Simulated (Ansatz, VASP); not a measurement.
## Two plane-wave programs on HfBiH2

```
Hf Bi H
1.0
     3.46663    0.00000    0.00000
    -1.73331    3.00219    0.00000
     0.00000    0.00000   10.77716
Hf Bi H
2 2 4
Direct
  0.00000 0.00000 0.50000
  0.00000 0.00000 0.00000
  0.66667 0.33333 0.25000
  0.33333 0.66667 0.75000
  0.33333 0.66667 0.46445
  0.66667 0.33333 0.96445
  0.66667 0.33333 0.53555
  0.33333 0.66667 0.03555
```

Change from the starting cell: species swapped into the Ti2CS type (P6_3/mmc, No. 194).

Alike in both runs: functional PBE; k mesh 12 × 12 × 4; occupations gaussian, width 0.1 eV; no spin polarisation.

Ansatz relaxed the structure, and its values are those at the end. VASP's run is a single point on that final structure, the one shown.

|  | VASP | Ansatz |
| --- | --- | --- |
| version | VASP 6.6.1 | Ansatz 0.2.0 |
| potentials or method | VASP PAW PBE potentials, release 64 (Hf_pv, Bi_d, H), cutoff 520 eV | scalar-relativistic, plane waves, PAW |
| valence electrons in the cell | 54 | 86 |

VASP gave:

| Property | Result |
| --- | --- |
| gap on the k mesh at the Fermi level (eV) | none |
| pressure (GPa) | -0.5 |
| rms of the force components (eV/Å) | 0.003 |

Estimate Ansatz's values.

gap on the k mesh at the Fermi level (eV): none; pressure (GPa): 0.0; rms of the force components (eV/Å): 0.000.

A gap of «none» marks a metal or a gap that the smearing closes. VASP's potentials hold 54 valence electrons a cell and Ansatz's 86, so a difference there can come from the potentials and not from the codes.

Neither program's run includes spin-orbit coupling.
